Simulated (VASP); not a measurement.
Set up this calculation in VASP 6.6.1, as the native input.

- Task: single point
- Functional: PBE
- Potentials or basis: VASP PAW PBE potentials, release 64 (Ta_pv, N)
- Cutoff: 600 eV
- k mesh: 6 × 6 × 4
- Occupations: gaussian, width 0.1 eV
- Spin: no spin polarisation
- Dipole correction: no
- Further INCAR settings: ALGO = Normal; EDIFF = 1e-06; NBANDS = 24

The structure of TaN lies in POSCAR:

```
TaN
1.0
    3.1504677610      0.0000000000      0.0000000000
   -1.5752338805      2.7283851148      0.0000000000
    0.0000000000      0.0000000000      6.1046116953
Ta N
2 2
Direct
    0.3333333333      0.6666666667      0.0281451412
    0.6666666667      0.3333333333      0.5281451412
    0.3333333333      0.6666666667      0.3518548588
    0.6666666667      0.3333333333      0.8518548588
```

One way to write it, as run:

INCAR

```
SYSTEM = TaN
PREC = Accurate
ENCUT = 600
EDIFF = 1E-6
ISMEAR = 0
SIGMA = 0.1
LREAL = .FALSE.
LASPH = .TRUE.
NELM = 120
ALGO = Normal
ISIF = 2
LWAVE = .FALSE.
LCHARG = .FALSE.
GGA = PE
NBANDS = 24
GGA_COMPAT = .FALSE.
```

KPOINTS

```
Automatic mesh
0
G
  6 6 4
  0 0 0
```

Potentials or basis: VASP PAW PBE potentials, release 64 (Ta_pv, N).

Launch:

```console
$ cat potpaw_PBE.64/Ta_pv/POTCAR potpaw_PBE.64/N/POTCAR > POTCAR
$ mpirun -np 1 vasp_std > vasp.out
```

It gave:

```json
{"Pressure": "0.5 GPa", "Largest force": "0.024 eV/Å", "Band gap on the k mesh": "zero (bands 16 and 17 overlap by 0.12 eV)"}
```

Caveat: the k points lie up to 0.38 Å⁻¹ apart; spin-orbit coupling is left out, which moves the levels of the heavy elements.

It took 34 s on 1 thread of AMD EPYC 7R43 64-Core Processor (Zen 3), with other jobs on the host, peak memory 0.16 GiB.
